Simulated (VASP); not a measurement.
Write the native input for VASP 6.6.1 that does the following.

| Quantity | Value |
| --- | --- |
| Task | single point |
| Functional | PBE |
| Potentials or basis | VASP PAW PBE potentials, release 64 (Al, As) |
| Cutoff | 500 eV |
| k mesh | 6 × 6 × 6 |
| Occupations | gaussian, width 0.1 eV |
| Spin | no spin polarisation |
| Dipole correction | no |
| Further INCAR settings | ALGO = Normal; EDIFF = 1e-06; NBANDS = 11 |

The structure of AlAs lies in POSCAR:

```
AlAs
1.0
    0.0000000000      2.8305000000      2.8305000000
    2.8305000000      0.0000000000      2.8305000000
    2.8305000000      2.8305000000      0.0000000000
Al As
1 1
Direct
    0.0000000000      0.0000000000      0.0000000000
    0.2500000000      0.2500000000      0.2500000000
```

These files were run (other wordings do the same):

INCAR

```
SYSTEM = AlAs
ALGO = Normal
EDIFF = 1E-6
ENCUT = 500
GGA = PE
GGA_COMPAT = .False.
ISIF = 2
ISMEAR = 0
LASPH = .True.
LCHARG = .True.
LELF = .True.
LREAL = .False.
LVHAR = .True.
LWAVE = .False.
NBANDS = 11
NELM = 120
PREC = Accurate
SIGMA = 0.1
```

KPOINTS

```
k-points
0
Gamma
  6 6 6
  0 0 0
```

Potentials or basis: VASP PAW PBE potentials, release 64 (Al, As).

Run with:

```bash
$ cat potpaw_PBE.64/Al/POTCAR potpaw_PBE.64/As/POTCAR > POTCAR
$ mpirun -np 1 vasp_std > vasp.out
```

Results of the run:

```yaml
Pressure: 2.8 GPa
Band_gap_on_the_k_mesh: 1.43 eV (least direct gap 2.06 eV)
```

Wall time 5.2 s on 1 thread of AMD EPYC 9R45 96-Core Processor (Zen 5) (shared host), peak memory 0.13 GiB.
